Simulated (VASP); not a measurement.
A run of VASP 6.6.1 is set up as follows.

File INCAR:

```
SYSTEM = InSe
PREC     = Accurate       ! precision mode
ENCUT    = 500            ! plane-wave cutoff, eV
EDIFF    = 1E-6           ! SCF threshold, eV
ISMEAR   = 0              ! smearing method
SIGMA    = 0.1            ! smearing width, eV
LREAL    = .False.        ! projectors in reciprocal space
LASPH    = .True.         ! aspherical terms in the spheres
NELM     = 120            ! most SCF steps
ALGO     = Normal         ! electronic algorithm
ISIF     = 2              ! what is computed and relaxed
LWAVE    = .False.        ! write WAVECAR
LCHARG   = .False.        ! write CHGCAR
NBANDS   = 48             ! bands
GGA_COMPAT= .False.
```

The input KPOINTS:

```
regular mesh
0
Gamma
  6 6 1
  0 0 0
```

POSCAR

```
InSe
1.0
    4.0473293200      0.0000000000      0.0000000000
   -2.0236646600      3.5050900000      0.0000000000
    0.0000000000      0.0000000000     18.0520649100
In Se
4 4
Direct
    0.0000000000      0.0000000000      0.5773936800
    0.0000000000      0.0000000000      0.4226063200
    0.3333333300      0.6666666700      0.9226095100
    0.3333333300      0.6666666700      0.0773904900
    0.6666666700      0.3333333300      0.8530000700
    0.6666666700      0.3333333300      0.1469999300
    0.3333333300      0.6666666700      0.6470157200
    0.3333333300      0.6666666700      0.3529842800
```

Potentials or basis: VASP PAW LDA potentials, release 64 (In_d, Se).

Launch:

```bash
$ cat potpaw_LDA.64/In_d/POTCAR potpaw_LDA.64/Se/POTCAR > POTCAR
$ mpirun -np 1 vasp_std > vasp.out
```

Estimate the pressure.

-2.2 GPa.

Predict the largest force.

0.128 eV/Å.

Stress tensor (GPa, compression positive):
```
-2.24  0.00  0.00
 0.00 -2.24  0.00
 0.00  0.00 -2.02
```
